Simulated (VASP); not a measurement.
# BaF2 (Fm-3m) in VASP: notebook, part 2 of 2

VASP 6.6.1. Earlier steps stand in the parts before.

## (3) Relaxation of cell and atoms, PBE

This run uses another cell than the first one, of 20.11 Å³/atom.

Contents of INCAR:

```
SYSTEM = BaF2
PREC     = Accurate       ! precision mode
ENCUT    = 600            ! plane-wave cutoff, eV
EDIFF    = 1E-7           ! SCF threshold, eV
ISMEAR   = 0              ! smearing method
SIGMA    = 0.02           ! smearing width, eV
LREAL    = .FALSE.        ! projectors in reciprocal space
LASPH    = .TRUE.         ! aspherical terms in the spheres
NELM     = 120            ! most SCF steps
ALGO     = Normal         ! electronic algorithm
ISIF     = 3              ! what is computed and relaxed
LWAVE    = .FALSE.        ! write WAVECAR
LCHARG   = .FALSE.        ! write CHGCAR
GGA      = PE             ! functional
IBRION   = 2              ! ionic algorithm
NSW      = 100            ! ionic steps
EDIFFG   = -0.005         ! ionic threshold
GGA_COMPAT= .FALSE.      
NELMIN   = 4
```

Contents of KPOINTS:

```
Automatic mesh
0
G
  6 6 6
  0 0 0
```

Contents of POSCAR:

```
BaF2
1.0
    0.0000000000      3.1128654085      3.1128654085
    3.1128654085      0.0000000000      3.1128654085
    3.1128654085      3.1128654085      0.0000000000
Ba F
1 2
Direct
    0.0000000000      0.0000000000      0.0000000000
    0.2500000000      0.2500000000      0.2500000000
    0.7500000000      0.7500000000      0.7500000000
```

Potentials or basis: VASP PAW PBE potentials, release 64 (Ba_sv, F).

Command:

```bash
cat potpaw_PBE.64/Ba_sv/POTCAR potpaw_PBE.64/F/POTCAR > POTCAR
mpirun -np 1 vasp_std > vasp.out
```

OUTCAR:

```text
SYSTEM = BaF2
   PREC = Accurate
   ENCUT = 600
   EDIFF = 1E-7
   ISMEAR = 0
   LREAL = .FALSE.
   LASPH = .TRUE.
   NELM = 120
   ISIF = 3
   GGA = PE
   IBRION = 2
   NSW = 100
   EDIFFG = -0.005
   NELMIN = 4

 ion  position               nearest neighbor table
   1  0.000  0.000  0.000-   3 2.70   3 2.70   3 2.70   2 2.70   3 2.70   2 2.70   2 2.70   2 2.70

   2  0.250  0.250  0.250-   1 2.70   1 2.70   1 2.70   1 2.70
   3  0.750  0.750  0.750-   1 2.70   1 2.70   1 2.70   1 2.70

  LATTYP: Found a face centered cubic cell.
 ALAT       =     6.2257308170

  Lattice vectors:

 A1 = (   0.0000000000,   3.1128654085,   3.1128654085)
 A2 = (   3.1128654085,   0.0000000000,   3.1128654085)
 A3 = (   3.1128654085,   3.1128654085,   0.0000000000)

Analysis of symmetry for initial positions (statically):
=====================================================================
 Subroutine PRICEL returns:
 Original cell was already a primitive cell.

 Routine SETGRP: Setting up the symmetry group for a
 face centered cubic supercell.

 Subroutine GETGRP returns: Found 48 space group operations
[... 208 lines left out ...]
 val. band max:       -2.2343595613   @ k =  -0.1667   0.1667   0.0000
 cond. band min:       4.3645184582   @ k =   0.0000   0.0000   0.0000
 fundamental gap:      6.5988780195
 Fermi energy:        -2.1099159689

 k-point     1 :       0.0000    0.0000    0.0000
  band No.  band energies     occupation
      1     -25.4373      2.00000
      2     -21.1008      2.00000
      3     -21.0983      2.00000
      4     -10.3250      2.00000
      5     -10.3250      2.00000
      6     -10.3250      2.00000
[... 281 lines left out ...]
      3     -21.2551      2.00000
      4     -10.6664      2.00000
      5     -10.5405      2.00000
      6     -10.3102      2.00000
[... 8 lines left out ...]
     15       7.5787      0.00000
     16       8.0376      0.00000

------------------------ aborting loop because EDIFF is reached ----------------------------------------

  FORCE on cell =-STRESS in cart. coord.  units (eV):
  Direction    XX          YY          ZZ          XY          YZ          ZX
  --------------------------------------------------------------------------------------
  -------------------------------------------------------------------------------------
  Total       -0.0139701     -0.0139701     -0.0139701      0.0000000      0.0000000      0.0000000
  in kB       -0.3610945     -0.3610945     -0.3610945      0.0000000      0.0000000      0.0000000
  external PRESSURE =      -0.3610945 kB  Pullay stress =       0.0000000 kB

 VOLUME and BASIS-vectors are now :
 -----------------------------------------------------------------------------
  energy-cutoff  :      600.00
  volume of cell :       61.99
      direct lattice vectors                 reciprocal lattice vectors
     0.000000000  3.141130982  3.141130982    -0.159178335  0.159178335  0.159178335
     3.141130982  0.000000000  3.141130982     0.159178335 -0.159178335  0.159178335
     3.141130982  3.141130982  0.000000000     0.159178335  0.159178335 -0.159178335

 POSITION                                       TOTAL-FORCE (eV/Angst)
 -----------------------------------------------------------------------------------
      0.00000      0.00000      0.00000         0.000000      0.000000      0.000000
      1.57057      1.57057      1.57057        -0.000000     -0.000000      0.000000
      4.71170      4.71170      4.71170        -0.000000      0.000000     -0.000000
 -----------------------------------------------------------------------------------
    total drift:                                0.000000      0.000000      0.000000

  FREE ENERGIE OF THE ION-ELECTRON SYSTEM (eV)
  ---------------------------------------------------
  free  energy   TOTEN  =       -17.1301502693 eV

  energy  without entropy=      -17.1301502693  energy(sigma->0) =      -17.13015027

 reached required accuracy - stopping structural energy minimisation
```

OSZICAR:

```text
N       E                     dE             d eps       ncg     rms          rms(c)
DAV:   1     0.166176276679E+03    0.16618E+03   -0.13921E+04   512   0.155E+03
DAV:   2    -0.122419505501E+02   -0.17842E+03   -0.17284E+03   648   0.308E+02
DAV:   3    -0.187910443850E+02   -0.65491E+01   -0.65421E+01   720   0.676E+01
[... 20 lines left out ...]
DAV:   6    -0.171301452843E+02   -0.87160E-04   -0.14521E-04   640   0.117E-01    0.157E-02
DAV:   7    -0.171301486637E+02   -0.33794E-05   -0.13390E-05   672   0.256E-02    0.553E-03
DAV:   8    -0.171301500552E+02   -0.13914E-05   -0.23487E-06   512   0.144E-02    0.132E-03
DAV:   9    -0.171301503026E+02   -0.24742E-06   -0.73278E-08   456   0.229E-03    0.912E-04
DAV:  10    -0.171301502693E+02    0.33300E-07   -0.24171E-08   336   0.119E-03
   2 F= -.17130150E+02 E0= -.17130150E+02  d E =-.736249E-02
```

Run time: 74 s. Hardware: 1 thread of Intel Xeon 8259CL, shared host; peak memory 0.21 GiB.

What came out:

```
Free energy                           : -17.1302 eV
Relaxed volume                        : 20.66 Å³/atom
Relaxed cell                          : a = 4.442 Å, b = 4.442 Å, c = 4.442 Å, α = 60.00°, β = 60.00°, γ = 60.00°
Space group after relaxing (to 0.1 Å) : Fm-3m (No. 225)
Energy gained by relaxing             : 2.5 meV/atom
Ionic steps                           : 2
Pressure after relaxing               : 0.0 GPa
Band gap on the k mesh                : 6.60 eV (least direct gap 6.65 eV)
```

Step by step:
| step | energy change (eV) | largest force (eV/Å) | pressure (GPa) | volume (Å³) |
| --- | --- | --- | --- | --- |
| 1 | 0.0000 | 0.0000 | 1.50 | 60.33 |
| 2 | -0.0074 | 0.0000 | -0.04 | 61.99 |

Final structure:
```
Ba F
1.0
     0.00000    3.14113    3.14113
     3.14113    0.00000    3.14113
     3.14113    3.14113    0.00000
Ba F
1 2
Direct
  0.00000 0.00000 0.00000
  0.25000 0.25000 0.25000
  0.75000 0.75000 0.75000
```

Caveat: spin-orbit coupling is left out, which moves the levels of the heavy elements.
